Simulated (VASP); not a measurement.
A run of VASP 6.6.1 is set up as follows.

INCAR

```
  ALGO = Normal
  EDIFF = 1E-7
  ENCUT = 520
  GGA = PE
  ISIF = 2
  ISMEAR = -1
  LASPH = T
  LCHARG = T
  LELF = T
  LREAL = F
  LVHAR = T
  LWAVE = F
  NBANDS = 14
  NELM = 80
  PREC = Accurate
  SIGMA = 0.05
```

The input KPOINTS:

```
k-points
0
Gamma
  9 9 7
```

File POSCAR:

```
HfN
1.0
    3.4332100000      0.0000000000      0.0000000000
   -1.7166000000      2.9732400000      0.0000000000
    0.0000000000      0.0000000000      3.9698200000
Hf N
1 1
Direct
    0.0000000000      0.0000000000      0.5000000000
    0.0000000000      0.0000000000      0.0000000000
```

Potentials or basis: VASP PAW PBE potentials, release 64 (Hf_pv, N).

The run is started by

```console
$ cat potpaw_PBE.64/Hf_pv/POTCAR potpaw_PBE.64/N/POTCAR > POTCAR
$ mpirun -np 1 vasp_std > vasp.out
```

Predict the pressure.

0.5 GPa.

What does it give for the band gap on the k mesh?

Zero (an odd number of electrons rules out a gap without spin polarisation).

Stress tensor (GPa, compression positive):
```
0.43 0.00 0.00
0.00 0.43 0.00
0.00 0.00 0.53
```

Caveat: spin-orbit coupling is left out, which moves the levels of the heavy elements.
